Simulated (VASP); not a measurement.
A run of VASP 6.6.1 is set up as follows.

Contents of INCAR:

```
ALGO = Normal
EDIFF = 1E-6
ENCUT = 520
ISIF = 2
ISMEAR = 0
LASPH = T
LCHARG = F
LREAL = F
LWAVE = F
NBANDS = 11
NELM = 80
PREC = Accurate
SIGMA = 0.15
```

File KPOINTS:

```
k-points
0
Gamma
  24 24 24
```

POSCAR

```
Ni
1.0
    0.0000000000      1.6772043451      1.6772043451
    1.6772043451      0.0000000000      1.6772043451
    1.6772043451      1.6772043451      0.0000000000
Ni
1
Direct
    0.0000000000      0.0000000000      0.0000000000
```

Potentials or basis: VASP PAW LDA potentials, release 64 (Ni).

The run is started by

```bash
$ cat potpaw_LDA.64/Ni/POTCAR > POTCAR
$ mpirun -np 1 vasp_std > vasp.out
```

What does it give for the pressure?

16.8 GPa.

Estimate the band gap on the k mesh.

zero (bands 5 and 6 overlap by 1.19 eV).

Caveat: the cell stands under pressure; the run has no spin polarisation, though such a crystal can be magnetic. Spin polarisation is off, so any magnetic state and its effect on volume and gap are missing.
